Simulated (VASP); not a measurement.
Write the native input for VASP 6.6.1 that does the following.

- Task: single point
- Functional: r2SCAN
- Potentials or basis: VASP PAW PBE potentials, release 64 (S)
- Cutoff: 550 eV
- k mesh: 5 × 5 × 5
- Occupations: methfessel-paxton, width 0.05 eV
- Spin: no spin polarisation
- Dipole correction: no
- Further INCAR settings: ALGO = Normal; EDIFF = 1e-06; NBANDS = 13

The system is S.

```
S
1.0
     0.00000    2.68985    2.68985
     2.68985    0.00000    2.68985
     2.68985    2.68985    0.00000
S
2
Direct
  0.00000 0.00000 0.00000
  0.25000 0.25000 0.25000
```

This isn't the form of S at room conditions, which is orthorhombic, of S8 rings.

The input as run:

POSCAR

```
S
1.0
    0.0000000000      2.6898473642      2.6898473642
    2.6898473642      0.0000000000      2.6898473642
    2.6898473642      2.6898473642      0.0000000000
S
2
Direct
    0.0000000000      0.0000000000      0.0000000000
    0.2500000000      0.2500000000      0.2500000000
```

INCAR.step1

```
PREC = Accurate
ENCUT = 550
ISMEAR = 1
SIGMA = 0.05
LREAL = F
LASPH = T
NELM = 120
NBANDS = 13
GGA = PE
ALGO = Normal
EDIFF = 1E-5
LWAVE = T
LCHARG = F
GGA_COMPAT = F
```

INCAR.step2

```
PREC = Accurate
ENCUT = 550
EDIFF = 1E-6
ISMEAR = 1
SIGMA = 0.05
LREAL = F
LASPH = T
NELM = 120
ALGO = Normal
ISIF = 2
LWAVE = F
LCHARG = F
METAGGA = R2SCAN
LMIXTAU = T
NBANDS = 13
ISTART = 1
GGA_COMPAT = F
```

KPOINTS

```
regular mesh
0
Gamma
  5 5 5
```

Potentials or basis: VASP PAW PBE potentials, release 64 (S).

Command:

```sh
$ cat potpaw_PBE.64/S/POTCAR > POTCAR
$ cp INCAR.step1 INCAR
$ mpirun -np 1 vasp_std > vasp.out
$ cp INCAR.step2 INCAR
$ mpirun -np 1 vasp_std > vasp.out
```

Results of the run:

- Pressure: 14.7 GPa
- Band gap on the k mesh: zero (bands 6 and 7 overlap by 1.65 eV)

Caveat: the k points lie up to 0.40 Å⁻¹ apart, too coarse for converged energies and pressures of a metal; the PAW data sets were made with another functional, which shifts forces and pressure a little.

Run time: 30 s on 1 thread of Intel Xeon 8259CL, on a shared host, peak memory 0.16 GiB.
